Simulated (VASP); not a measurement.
# Ge (P-6m2) in VASP: single point with r2SCAN

Aim: the single point of Ge with r2SCAN.

Program: VASP 6.6.1. These are calculated values, not measurements. Logs are shortened: lines on timing, memory, paths and dates and some standing lists are left out, and cuts for length are marked.

## 1. The cell of the first run

Symmetry: P-6m2, No. 187, hexagonal system. The conventional cell has a = 4.003 Å, b = 4.003 Å, c = 13.903 Å, α = 90.00°, β = 90.00°, γ = 120.00°. Ge (site symmetry 3m) has 4 Ge at 2.45 Å within 3.2 Å. Within 3.2 Å of Ge (site symmetry 3m) lie 4 Ge at 2.45 Å. Within 3.3 Å of Ge (site symmetry 3m) lie 4 Ge at 2.45 to 3.23 Å. Ge (site symmetry 3m) has 4 Ge at 2.45 to 2.48 Å within 3.2 Å.

## 2. Single point, r2SCAN (the distance across one plane changed)

POSCAR reads:

```
Ge
1.0
   -4.0034553964      0.0000000000      0.0000000000
   -2.0017276982     -3.4670940762      0.0000000000
    0.0000000000      0.0000000000     13.9026505051
Ge
8
Direct
    0.0000000000      1.0000000000      0.1483757272
    0.0000000000      0.0000000000      0.3246509989
    0.0000000000      0.0000000000      0.6214024533
    0.0000000000      1.0000000000      0.7976777250
    0.3333333333      0.3333333333      0.0890390694
    0.6666666667      0.6666666667      0.3839876567
    0.6666666667      0.6666666667      0.5620657955
    0.3333333333      0.3333333333      0.8570143828
```

INCAR.step1 reads:

```
ALGO = Normal
EDIFF = 1E-4
ENCUT = 520
GGA = PE
ISMEAR = 0
LASPH = True
LCHARG = False
LREAL = False
LWAVE = True
NBANDS = 66
NELM = 60
PREC = Accurate
SIGMA = 0.03
```

INCAR.step2 reads:

```
ALGO = Normal
EDIFF = 1E-7
ENCUT = 520
ISIF = 2
ISMEAR = 0
ISTART = 1
LASPH = True
LCHARG = False
LMIXTAU = True
LREAL = False
LWAVE = False
METAGGA = R2SCAN
NBANDS = 66
NELM = 60
PREC = Accurate
SIGMA = 0.03
```

KPOINTS reads:

```
k-points
0
Gamma
  10 10 3
```

Potentials or basis: VASP PAW PBE potentials, release 64 (Ge_d).

Started as:

```
> cat potpaw_PBE.64/Ge_d/POTCAR > POTCAR
> cp INCAR.step1 INCAR
> mpirun -np 1 vasp_std > vasp.out
> cp INCAR.step2 INCAR
> mpirun -np 1 vasp_std > vasp.out
```

OUTCAR:

```text
EDIFF = 1E-7
   ENCUT = 520
   ISIF = 2
   ISMEAR = 0
   ISTART = 1
   LASPH = True
   LREAL = False
   METAGGA = R2SCAN
   NELM = 60
   PREC = Accurate

 ion  position               nearest neighbor table
   1  0.000  0.000  0.148-   2 2.45   5 2.45   5 2.45   5 2.45
   2  0.000  0.000  0.325-   1 2.45   6 2.45   6 2.45   6 2.45
   3  0.000  0.000  0.621-   4 2.45   7 2.45   7 2.45   7 2.45
   4  0.000  0.000  0.798-   3 2.45   8 2.45   8 2.45   8 2.45
   5  0.333  0.333  0.089-   1 2.45   1 2.45   1 2.45
   6  0.667  0.667  0.384-   2 2.45   2 2.45   2 2.45   7 2.48
   7  0.667  0.667  0.562-   3 2.45   3 2.45   3 2.45   6 2.48
   8  0.333  0.333  0.857-   4 2.45   4 2.45   4 2.45

  LATTYP: Found a hexagonal cell.
 ALAT       =     4.0034553964
 C/A-ratio  =     3.4726627697

  Lattice vectors:

 A1 = (   2.0017276982,   3.4670940762,   0.0000000000)
 A2 = (  -4.0034553964,   0.0000000000,   0.0000000000)
 A3 = (   0.0000000000,   0.0000000000,  13.9026505051)

Analysis of symmetry for initial positions (statically):
=====================================================================
 Subroutine PRICEL returns:
 Original cell was already a primitive cell.

 Routine SETGRP: Setting up the symmetry group for a
 hexagonal supercell.

 Subroutine GETGRP returns: Found 12 space group operations
 (whereof  6 operations were pure point group operations)
 out of a pool of 24 trial point group operations.

The static configuration has the point symmetry C_3v.
 The point group associated with its full space group is D_3h.

Analysis of symmetry for dynamics (positions and initial velocities):
=====================================================================
 Subroutine PRICEL returns:
 Original cell was already a primitive cell.

 Routine SETGRP: Setting up the symmetry group for a
 hexagonal supercell.

 Subroutine GETGRP returns: Found 12 space group operations
 (whereof  6 operations were pure point group operations)
 out of a pool of 24 trial point group operations.

The dynamic configuration has the point symmetry C_3v.
 The point group associated with its full space group is D_3h.

 Subroutine INISYM returns: Found 12 space group operations
 (whereof  6 operations are pure point group operations),
 and found     1 'primitive' translations

----------------------------------------------------------------------------------------

                                     Primitive cell

  volume of cell :     192.9737

  direct lattice vectors                    reciprocal lattice vectors
    -4.003455396  0.000000000  0.000000000    -0.249784224  0.144212989  0.000000000
    -2.001727698 -3.467094076  0.000000000     0.000000000 -0.288425978  0.000000000
     0.000000000  0.000000000 13.902650505     0.000000000  0.000000000  0.071928730

  length of vectors
     4.003455396  4.003455396 13.902650505     0.288425978  0.288425978  0.071928730

  position of ions in fractional coordinates (direct lattice)
     0.000000000  0.000000000  0.148375727
     0.000000000  0.000000000  0.324650999
     0.000000000  0.000000000  0.621402453
     0.000000000  0.000000000  0.797677725
     0.333333333  0.333333333  0.089039069
     0.666666667  0.666666667  0.383987657
     0.666666667  0.666666667  0.562065795
     0.333333333  0.333333333  0.857014383

  ion indices of the primitive-cell ions
   primitive index   ion index
                 1           1
                 2           2
                 3           3
                 4           4
                 5           5
                 6           6
                 7           7
                 8           8

----------------------------------------------------------------------------------------

 KPOINTS: k-points

Automatic generation of k-mesh.
 Grid dimensions read from file:
 generate k-points for:   10   10    3

 Generating k-lattice:

  Cartesian coordinates                     Fractional coordinates (reciprocal lattice)
    -0.024978422  0.014421299  0.000000000     0.100000000  0.000000000  0.000000000
     0.000000000 -0.028842598  0.000000000     0.000000000  0.100000000  0.000000000
     0.000000000  0.000000000  0.023976243     0.000000000  0.000000000  0.333333333

  Length of vectors
     0.028842598  0.028842598  0.023976243

  Shift w.r.t. Gamma in fractional coordinates (k-lattice)
     0.000000000  0.000000000  0.000000000

 Subroutine IBZKPT returns following result:
 ===========================================

 Found     28 irreducible k-points:

 Following reciprocal coordinates:
            Coordinates               Weight
  0.000000  0.000000  0.000000      1.000000
  0.100000  0.000000  0.000000      6.000000
  0.200000  0.000000  0.000000      6.000000
  0.300000  0.000000  0.000000      6.000000
  0.400000  0.000000  0.000000      6.000000
  0.500000 -0.000000  0.000000      3.000000
[... 16 lines left out ...]
  0.400000  0.100000  0.333333     24.000000
  0.500000  0.100000  0.333333     24.000000
 [... further k-points ...]
   k-points           NKPTS =     28   k-points in BZ     NKDIM =     28   number of bands    NBANDS=     66
   number of dos      NEDOS =    301   number of ions     NIONS =      8
   total plane-waves  NPLWV =  97200
   dimension x,y,z NGX =    30 NGY =   30 NGZ =  108
   dimension x,y,z NGXF=    60 NGYF=   60 NGZF=  216
   ions per type =               8
   NGX,Y,Z   is equivalent  to a cutoff of  12.46, 12.46, 12.91 a.u.
   NGXF,Y,Z  is equivalent  to a cutoff of  24.92, 24.92, 25.83 a.u.
 SYSTEM =  unknown system
   PREC   = accura    normal or accurate (medium, high low for compatibility)
   ISTART =      1    job   : 0-new  1-cont  2-samecut
   ICHARG =      0    charge: 1-file 2-atom 10-const
   ISPIN  =      1    spin polarized calculation?
   LNONCOLLINEAR =      F non collinear calculations
   LSORBIT =      F    spin-orbit coupling
   LASPH  =      T    aspherical Exc in radial PAW
   ENCUT  =  520.0 eV  38.22 Ry    6.18 a.u.   7.44  7.44 25.85*2*pi/ulx,y,z
   NELM   =     60;   NELMIN=  2; NELMDL=  0     # of ELM steps
   EDIFF  = 0.1E-06   stopping-criterion for ELM
   LREAL  =      F    real-space projection
   EDIFFG = 0.1E-05   stopping-criterion for IOM
   NSW    =      0    number of steps for IOM
   IBRION =     -1    ionic relax: 0-MD 1-quasi-New 2-CG
   NFREE  =      0    steps in history (QN), initial steepest desc. (CG)
   ISIF   =      2    stress and relaxation
   ISYM   =      2    0-nonsym 1-usesym 2-fastsym
   POTIM  = 0.5000    time-step for ionic-motion
   TEBEG  =    0.0;   TEEND  =   0.0 temperature during run
   PSTRESS=    0.0 pullay stress
   NELECT =     112.0000    total number of electrons
   NUPDOWN=      -1.0000    fix difference up-down
   EMIN   =  10.00;   EMAX   =-10.00  energy-range for DOS
   EFERMI =   0.00;   METHOD = LEGACY
   ISMEAR =     0;   SIGMA  =   0.03  broadening in eV -4-tet -1-fermi 0-gaus
   EFERMI_NEDOS =   21; number of points for ismear=-14 and -15
   IALGO  =     38    algorithm
   IMIX   =      4    mixing-type and parameters
     AMIX     =   0.40;   BMIX     =  1.00
     AMIX_MAG =   1.60;   BMIX_MAG =  1.00
  volume/ion in A,a.u.               =      24.12       162.78
  Fermi-wavevector in a.u.,A,eV,Ry     =   1.365573  2.580558 25.371985  1.864788
  Thomas-Fermi vector in A             =   2.491789
   LORBIT       =      0    0 simple, 1 ext, 2 COOP (PROOUT), +10 PAW based schemes
   METAGGA = R2SCAN    functional components
   LHFCALC =     F    Hartree Fock is set to
   AEXX    =    0.0000 exact exchange contribution
   IVDW    =     0    specifies the selected vdW correction
   LEPSILON=     F    determine dielectric tensor
   LRPA    =     F    only Hartree local field effects (RPA)
 non-spin polarized calculation
 Gauss-broadening in eV      SIGMA  =   0.03
  energy-cutoff  :      520.00
  volume of cell :      192.97
 maximum number of plane-waves:      5241
 NGX is ok and might be reduce to    30
   NGX = 15   NGY = 15   NGZ = 51

 number of electron     112.0000105 magnetization

 Free energy of the ion-electron system (eV)
  ---------------------------------------------------
  ext. energy  EPLUGINS =         0.00000000
  ---------------------------------------------------
  free energy    TOTEN  =      -110.04221889 eV

  energy without entropy =     -110.04178992  energy(sigma->0) =     -110.04200441

 E-fermi :   4.1675     XC(G=0): -10.4643

 val. band max:        4.1610334719   @ k =   0.1000   0.0000   0.0000
 cond. band min:       4.2481672345   @ k =   0.0000   0.0000   0.0000
 fundamental gap:      0.0871337626
 Fermi energy:         4.1674612022

 k-point     1 :       0.0000    0.0000    0.0000
  band No.  band energies     occupation
      1     -21.3675      2.00000
      2     -21.3675      2.00000
      3     -21.3494      2.00000
      4     -21.3494      2.00000
      5     -21.3280      2.00000
      6     -21.3062      2.00000
[... 58 lines left out ...]
     65       7.9707      0.00000
     66       8.0184      0.00000

 k-point     2 :       0.1000    0.0000    0.0000
  band No.  band energies     occupation
      1     -21.3728      2.00000
      2     -21.3698      2.00000
      3     -21.3523      2.00000
      4     -21.3515      2.00000
      5     -21.3313      2.00000
      6     -21.3066      2.00000
[... 58 lines left out ...]
     65       7.9170      0.00000
     66       8.3231      0.00000

 k-point     3 :       0.2000    0.0000    0.0000
  band No.  band energies     occupation
      1     -21.3805      2.00000
      2     -21.3742      2.00000
      3     -21.3579      2.00000
      4     -21.3544      2.00000
      5     -21.3398      2.00000
      6     -21.3081      2.00000
[... 1438 lines left out ...]
     65       8.6120      0.00000
     66       9.8097      0.00000

 k-point    24 :       0.5000    0.1000    0.3333
  band No.  band energies     occupation
      1     -21.3847      2.00000
      2     -21.3787      2.00000
      3     -21.3721      2.00000
      4     -21.3624      2.00000
      5     -21.3487      2.00000
      6     -21.2998      2.00000
[... 58 lines left out ...]
     65       8.3915      0.00000
     66       9.5170      0.00000

 [... further k-points ...]

------------------------ aborting loop because EDIFF is reached ----------------------------------------

  FORCE on cell =-STRESS in cart. coord.  units (eV):
  Direction    XX          YY          ZZ          XY          YZ          ZX
  --------------------------------------------------------------------------------------
  -------------------------------------------------------------------------------------
  Total        0.3237844      0.3237844     -4.3935822      0.0000000      0.0000000      0.0000000
  in kB        2.6882414      2.6882414    -36.4780080      0.0000000      0.0000000      0.0000000
  external PRESSURE =     -10.3671751 kB  Pullay stress =       0.0000000 kB

 VOLUME and BASIS-vectors are now :
 -----------------------------------------------------------------------------
  energy-cutoff  :      520.00
  volume of cell :      192.97
      direct lattice vectors                 reciprocal lattice vectors
    -4.003455396  0.000000000  0.000000000    -0.249784224  0.144212989  0.000000000
    -2.001727698 -3.467094076  0.000000000     0.000000000 -0.288425978  0.000000000
     0.000000000  0.000000000 13.902650505     0.000000000  0.000000000  0.071928730

 POSITION                                       TOTAL-FORCE (eV/Angst)
 -----------------------------------------------------------------------------------
      0.00000      0.00000      2.06282         0.000000      0.000000     -0.394550
      0.00000      0.00000      4.51351         0.000000      0.000000      0.082511
      0.00000      0.00000      8.63914         0.000000      0.000000     -0.082511
      0.00000      0.00000     11.08983         0.000000      0.000000      0.394550
     -2.00173     -1.15570      1.23788        -0.000000      0.000000     -1.157205
     -4.00346     -2.31140      5.33845        -0.000000     -0.000000     -0.032354
     -4.00346     -2.31140      7.81420        -0.000000     -0.000000      0.032354
     -2.00173     -1.15570     11.91477        -0.000000      0.000000      1.157205
 -----------------------------------------------------------------------------------
    total drift:                               -0.000003     -0.000002      0.001666

  FREE ENERGIE OF THE ION-ELECTRON SYSTEM (eV)
  ---------------------------------------------------
  free  energy   TOTEN  =      -110.0422188926 eV

  energy  without entropy=     -110.0417899206  energy(sigma->0) =     -110.04200441
```

Run time: 13 min. Hardware: 1 thread of Intel Xeon 6975P-C (Granite Rapids), shared host; peak memory 0.47 GiB.

Results:

| Quantity | Value |
| --- | --- |
| Free energy | -110.0422 eV |
| Pressure | -1.0 GPa |
| Largest force | 1.157 eV/Å |
| Band gap on the k mesh | zero (bands 56 and 57 overlap by 0.12 eV) |

Forces in eV/Å, atoms in the order of the input:
```
Ge   0.000  0.000 -0.395
Ge   0.000  0.000  0.083
Ge   0.000  0.000 -0.083
Ge   0.000  0.000  0.395
Ge   0.000  0.000 -1.157
Ge   0.000  0.000 -0.032
Ge   0.000  0.000  0.032
Ge   0.000  0.000  1.157
```

Caveat: the cell differs from its parent crystal (the distance across one plane changed); semilocal functionals underestimate gaps, and a narrow one can read as zero; the PAW data sets were made with another functional, which shifts forces and pressure a little.

The gap in the log of VASP goes by the Fermi energy; the results here count the filled bands.